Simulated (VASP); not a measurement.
The system is Al.

```xyz
1
Lattice="1.3575 -2.5122 0.0000 1.3575 2.5122 0.0000 -1.1978 0.0000 2.5262" Properties=species:S:1:pos:R:3 pbc="T T T"
Al    1.3575    0.0000    0.0000
```

The cell was generated, and may not be a known phase.

| Item | Value |
| --- | --- |
| Program | VASP 6.6.1 |
| Task | relaxation of cell and atoms |
| Functional | PBE |
| Potentials or basis | VASP PAW PBE potentials, release 64 (Al) |
| Cutoff | 500 eV |
| k mesh | 24 × 24 × 22 |
| Occupations | gaussian, width 0.1 eV |
| Spin | no spin polarisation |

At the start: pressure 0.1 GPa; volume 17.23 Å³/atom.

**Question.** How do energy, volume and symmetry change on relaxing?

**Answer.** Over 7 steps the energy falls by 12.2 meV/atom and the volume is 17.00 Å³/atom (-1.3 %); space group C2/m (No. 12, to 0.1 Å) before, I4/mmm (No. 139, to 0.1 Å).

The path:
```
step  energy change (eV)  largest force (eV/Å)  pressure (GPa)  volume (Å³)
   1              0.0000                0.0000            0.08        17.23
   2             -0.0054                0.0000           -0.37        17.25
   3             -0.0108                0.0000           -0.99        17.27
   4             -0.0111                0.0000           -1.07        17.27
   5             -0.0118                0.0000            0.62        16.85
   6             -0.0121                0.0000            0.01        16.99
   7             -0.0122                0.0000            0.01        17.00
```

Final structure:
```
Al
1.0
     1.40780   -2.45770   -0.04645
     1.40780    2.45770   -0.04645
    -1.32827    0.00000    2.50052
Al
1
Direct
  0.50000 0.50000 0.00000
```
